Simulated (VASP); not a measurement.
Input of a VASP 6.6.1 run:

POSCAR

```
S
1.0
    0.0000000000      1.8767555279      2.2521066335
    1.8767555279      0.0000000000      2.2521066335
    1.8767555279      1.8767555279      0.0000000000
S
1
Direct
    0.0000000000      0.0000000000      0.0000000000
```

The input INCAR.step1:

```
SYSTEM = S
PREC = Accurate ; ENCUT = 520
ISMEAR = 0 ; SIGMA = 0.15
LREAL = .False. ; LASPH = .True.
NELM = 100 ; NBANDS = 9
GGA = PE ; ALGO = Normal
EDIFF = 1E-4 ; LWAVE = .True.
LCHARG = .False.
```

INCAR.step2

```
SYSTEM = S
PREC = Accurate ; ENCUT = 520
EDIFF = 1E-7 ; ISMEAR = 0
SIGMA = 0.15 ; LREAL = .False.
LASPH = .True. ; NELM = 100
ALGO = Normal ; ISIF = 2
LWAVE = .False. ; LCHARG = .True.
METAGGA = R2SCAN ; LMIXTAU = .True.
LELF = .True. ; LVHAR = .True.
NBANDS = 9 ; ISTART = 1
```

Contents of KPOINTS:

```
Automatic mesh
0
Gamma
  22 22 22
  0 0 0
```

Potentials or basis: VASP PAW PBE potentials, release 64 (S).

Command:

```console
$ cat potpaw_PBE.64/S/POTCAR > POTCAR
$ cp INCAR.step1 INCAR
$ mpirun -np 1 vasp_std > vasp.out
$ cp INCAR.step2 INCAR
$ mpirun -np 1 vasp_std > vasp.out
```

Task: Predict the pressure.

Result: 0.8 GPa.

Task: Predict the band gap on the k mesh.

Result: Zero (band 3 reaches 10.90 eV, above the bottom of band 4 at 4.21 eV).

Stress tensor (GPa, compression positive):
```
-5.34  0.00  0.00
 0.00 -5.34  0.00
 0.00  0.00 12.95
```

Caveat: the PAW data sets were made with another functional, which shifts forces and pressure a little.
